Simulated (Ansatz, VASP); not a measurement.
# One calculation of HfO2, two programs

POSCAR

```
HfO2
1.0
    0.6472086511      2.0761908625      2.5827649848
    2.9685173733      0.0797357762      3.1502378597
    2.7820370285      2.4571833926      0.2662161210
Hf O
1 2
Direct
    0.0007517460      0.0021533539     -0.0130872145
    0.2360484983      0.2476181199      0.2607373948
    0.7631997557      0.7502285262      0.7523498196
```

The input INCAR.step1:

```
SYSTEM = HfO2
PREC = Accurate ; ENCUT = 600
ISMEAR = 0 ; SIGMA = 0.05
LREAL = .False. ; LASPH = .True.
NELM = 100 ; GGA = PE
ALGO = Normal ; EDIFF = 1E-4
LWAVE = .True. ; LCHARG = .False.
```

INCAR.step2

```
SYSTEM = HfO2
PREC = Accurate ; ENCUT = 600
EDIFF = 1E-6 ; ISMEAR = 0
SIGMA = 0.05 ; LREAL = .False.
LASPH = .True. ; NELM = 100
ALGO = Normal ; ISIF = 3
LWAVE = .False. ; LCHARG = .False.
METAGGA = R2SCAN ; LMIXTAU = .True.
IBRION = 2 ; NSW = 100
EDIFFG = -0.01 ; ISTART = 1
```

Contents of KPOINTS:

```
regular mesh
0
Gamma
  8 8 8
  0 0 0
```

Input for Ansatz:

```yaml
crystal:
  lattice:
    - [0.6472086511, 2.0761908625, 2.5827649848]
    - [2.9685173733, 0.0797357762, 3.1502378597]
    - [2.7820370285, 2.4571833926, 0.266216121]
  atoms:
    - { symbol: Hf, position: [0.000751746, 0.0021533539, -0.0130872145] }
    - { symbol: O, position: [0.2360484983, 0.2476181199, 0.2607373948] }
    - { symbol: O, position: [0.7631997557, 0.7502285262, 0.7523498196] }
basis:
  ecutwfc: 500
kpoints:
  mp_grid: { grid: [8, 8, 8] }
hamiltonian:
  xc: r2scan
scf:
  occupations: { method: gaussian, width: 0.05 }
output:
  forces: true
  stress: true
  eigenvalues: true
relax:
  adjacent_minimum: "off"
  f_tol: 0.01
  max_steps: 80
  cell: { stress_tol: 0.1 }
```

Change from the starting cell: all atoms moved at random, sigma 0.05 Å a component, cell strained at random, sigma 0.1; relaxed back.

Alike in both runs: task relaxation of cell and atoms; functional r2SCAN; k mesh 8 × 8 × 8; occupations gaussian, width 0.05 eV; no spin polarisation.

|  | VASP | Ansatz |
| --- | --- | --- |
| version | VASP 6.6.1 | Ansatz 0.2.0 |
| potentials or method | VASP PAW PBE potentials, release 64 (Hf_pv, O), cutoff 600 eV | scalar-relativistic, plane waves, PAW |
| valence electrons in the cell | 22 | 38 |

Ansatz gave:

* gap on the k mesh at the Fermi level, each at its own relaxed structure (eV): 4.30
* relaxed volume (Å³/atom): 10.79
* relaxed length of the cell vector where the two differ most in proportion (Å): 3.577

Question: What did VASP give for the same quantities?

Answer: gap on the k mesh at the Fermi level, each at its own relaxed structure (eV): 4.36; relaxed volume (Å³/atom): 10.58; relaxed length of the cell vector where the two differ most in proportion (Å): 3.533.

VASP's potentials were made for PBE, not for r2SCAN. VASP's potentials hold 22 valence electrons a cell and Ansatz's 38, so a difference there can come from the potentials and not from the codes.

Spin-orbit coupling is off throughout.
